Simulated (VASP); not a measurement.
Here is a VASP 6.6.1 calculation.

Contents of INCAR:

```
SYSTEM = Al16Si
ALGO = Normal
EDIFF = 1E-6
EDIFFG = -0.03
ENCUT = 520
GGA = CA
IBRION = 2
ISIF = 2
ISMEAR = 0
KPAR = 4
LASPH = .True.
LCHARG = .False.
LREAL = Auto
LWAVE = .False.
NELM = 80
NSW = 80
PREC = Accurate
SIGMA = 0.05
```

Contents of KPOINTS:

```
k-points
0
Gamma
  4 4 1
  0 0 0
```

The input POSCAR:

```
Al16Si
1.0
    5.7275650000      0.0000000000      0.0000000000
    2.8637820000      4.9602170000      0.0000000000
    0.0000000000      0.0000000000     19.0148060000
Al Si
16 1
Selective dynamics
Direct
    0.0000000000      0.0000000000      0.0525906000  F F F
    0.5000000000      0.0000000000      0.0525906000  F F F
    0.0000000000      0.5000000000      0.0525906000  F F F
    0.5000000000      0.5000000000      0.0525906000  F F F
    0.1666667000      0.1666667000      0.1755615000  T T T
    0.6666667000      0.1666667000      0.1755615000  T T T
    0.1666667000      0.6666667000      0.1755615000  T T T
    0.6666667000      0.6666667000      0.1755615000  T T T
   -0.1666667000      0.3333333000      0.2985325000  T T T
    0.3333333000      0.3333333000      0.2985325000  T T T
   -0.1666667000      0.8333333000      0.2985325000  T T T
    0.3333333000      0.8333333000      0.2985325000  T T T
    0.0000000000      0.0000000000      0.4215034000  T T T
    0.5000000000      0.0000000000      0.4215034000  T T T
    0.0000000000      0.5000000000      0.4215034000  T T T
    0.5000000000      0.5000000000      0.4215034000  T T T
    0.8393144000      0.3200325000      0.5140629000  T T T
```

Potentials or basis: VASP PAW LDA potentials, release 64 (Al, Si).

The run is started by

```console
$ cat potpaw_LDA.64/Al/POTCAR potpaw_LDA.64/Si/POTCAR > POTCAR
$ mpirun -np 4 vasp_std > vasp.out
```

What does it give for the band gap on the k mesh?

Zero (bands 26 and 27 overlap by 0.61 eV).

Predict the energy gained by relaxing.

19.5 meV/atom.

The path:
```
step  energy change (eV)  largest force on free atoms (eV/Å)  pressure (GPa)
   1              0.0000                              1.2783           -2.02
   2             -0.1280                              0.5059           -2.14
   3             -0.1547                              0.8071           -2.17
   4             -0.1922                              0.5940           -2.04
   5             -0.2215                              0.2172           -1.74
   6             -0.2374                              0.2053           -1.66
   7             -0.2473                              0.4234           -1.48
   8             -0.2557                              0.3533           -1.45
   9             -0.2692                              0.2789           -1.35
  10             -0.2699                              0.3143           -1.32
  11             -0.2820                              0.2730           -1.29
  12             -0.2995                              0.2233           -1.18
  13             -0.3079                              0.0989           -1.13
  14             -0.3108                              0.2424           -1.05
  15             -0.3113                              0.1692           -1.07
  16             -0.3174                              0.1582           -1.06
  17             -0.3203                              0.1460           -1.03
  18             -0.3245                              0.0722           -1.00
  19             -0.3246                              0.0951           -0.96
  20             -0.3251                              0.0769           -0.98
  21             -0.3270                              0.0672           -0.94
  22             -0.3276                              0.1171           -0.90
  23             -0.3290                              0.0821           -0.88
  24             -0.3305                              0.0927           -0.81
  25             -0.3313                              0.0718           -0.78
  26             -0.3317                              0.0455           -0.75
  27             -0.3322                              0.0297           -0.73
```
